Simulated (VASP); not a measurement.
Set up this calculation in VASP 6.6.1, as the native input.

| Quantity | Value |
| --- | --- |
| Task | single point |
| Functional | LDA |
| Potentials or basis | VASP PAW LDA potentials, release 64 (Pb_d, O) |
| Cutoff | 520 eV |
| k mesh | 7 × 7 × 6 |
| Occupations | fermi-dirac, width 0.03 eV |
| Spin | no spin polarisation |
| Dipole correction | no |
| Further INCAR settings | ALGO = Normal; EDIFF = 1e-06; NBANDS = 28 |

The structure of PbO lies in POSCAR:

```
PbO
1.0
    4.0267007345      0.0000000000      0.0000000000
    0.0000000000      4.0267007345      0.0000000000
    0.0000000000      0.0000000000      5.0880865260
Pb O
2 2
Direct
    0.0000000000      0.5000000000      0.2351000000
    0.5000000000      0.0000000000      0.7649000000
    0.0000000000      0.0000000000      0.0000000000
    0.5000000000      0.5000000000      0.0000000000
```

This cell differs from its parent crystal: volume scaled by 1.04.

The input as run:

INCAR

```
SYSTEM = PbO
ALGO = Normal ; EDIFF = 1E-6
ENCUT = 520 ; ISIF = 2
ISMEAR = -1 ; LASPH = .True.
LCHARG = .False. ; LREAL = .False.
LWAVE = .False. ; NBANDS = 28
NELM = 100 ; PREC = Accurate
SIGMA = 0.03
```

KPOINTS

```
k-points
0
Gamma
  7 7 6
  0 0 0
```

Potentials or basis: VASP PAW LDA potentials, release 64 (Pb_d, O).

Command:

```bash
$ cat potpaw_LDA.64/Pb_d/POTCAR potpaw_LDA.64/O/POTCAR > POTCAR
$ mpirun -np 1 vasp_std > vasp.out
```

Results of the run:

```yaml
Pressure: -4.6 GPa
Largest_force: 0.601 eV/Å
Band_gap_on_the_k_mesh: 1.49 eV, indirect (least direct gap 2.17 eV)
```

Caveat: spin-orbit coupling is left out, which moves the levels of the heavy elements.

It took 60 s on 1 thread of Intel(R) Xeon(R) Platinum 8488C (Sapphire Rapids), with other jobs on the host, peak memory 0.2 GiB.
